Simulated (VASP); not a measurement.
Al: single point with r2SCAN

Crystal: Al.

```
Al
1.0
     0.00000    1.99669    1.99669
     1.99669    0.00000    1.99669
     1.99669    1.99669    0.00000
Al
1
Direct
  0.00000 0.00000 0.00000
```

```json
{
  "Program": "VASP 6.6.1",
  "Task": "single point",
  "Functional": "r2SCAN",
  "Potentials or basis": "VASP PAW PBE potentials, release 64 (Al)",
  "Cutoff": "520 eV",
  "k mesh": "2 × 2 × 2",
  "Occupations": "fermi-dirac, width 0.1 eV",
  "Spin": "no spin polarisation"
}
```

The pressure is -3.4 GPa.

Levels at points of the mesh, in eV from the Fermi level:
| k point | band 1 | band 2 | band 3 | band 4 | band 5 | band 6 |
| --- | --- | --- | --- | --- | --- | --- |
| (0.00, 0.00, 0.00) | -9.61 | 15.86 | 15.86 | 15.86 | 18.06 | 18.06 |
| (0.50, 0.00, 0.00) | -2.64 | -2.19 | 14.58 | 14.58 | 15.08 | 15.08 |
| (0.50, 0.50, 0.00) | -0.84 | 0.84 | 7.87 | 8.53 | 8.53 | 12.80 |

It took 5.3 s on 1 thread of Intel Xeon 6975P-C, on a shared host, peak memory 0.13 GiB.

Caveat: the k points lie up to 1.36 Å⁻¹ apart; the PAW data sets were made with another functional, which shifts forces and pressure a little.
